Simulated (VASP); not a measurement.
Here is a VASP 6.6.1 calculation.

Contents of INCAR:

```
  PREC = Accurate
  ENCUT = 520
  EDIFF = 1E-7
  ISMEAR = 0
  SIGMA = 0.1
  LREAL = F
  LASPH = T
  NELM = 100
  ALGO = Normal
  ISIF = 2
  LWAVE = F
  LCHARG = F
  LDIPOL = T
  IDIPOL = 3
  DIPOL = 0.5 0.5 0.362
  GGA = PE
  NBANDS = 15
```

Contents of KPOINTS:

```
regular mesh
0
Gamma
  9 9 1
```

The input POSCAR:

```
Al3N
1.0
    2.8571514048      0.0000000000      0.0000000000
   -1.4285757024      2.4743656990      0.0000000000
    0.0000000000      0.0000000000     20.1016425018
Al N
3 1
Direct
    0.6666666667      0.3333333334      0.1989887145
    0.3333333333      0.6666666666      0.3134533094
    0.0000000000      0.0000000000      0.4279074459
    0.3333333333      0.1666666666      0.5058299957
```

Potentials or basis: VASP PAW PBE potentials, release 64 (Al, N).

Run with:

```sh
$ cat potpaw_PBE.64/Al/POTCAR potpaw_PBE.64/N/POTCAR > POTCAR
$ mpirun -np 1 vasp_std > vasp.out
```

Q: Predict the band gap on the k mesh.

A: Zero (band 7 reaches 0.21 eV, above the bottom of band 8 at -1.50 eV).

Q: Estimate the largest force.

A: 1.778 eV/Å.

Forces on the atoms (eV/Å):
```
Al   0.015  0.009 -0.214
Al  -0.028 -0.016  0.184
Al  -1.527 -0.881 -0.014
N    1.539  0.889  0.045
```
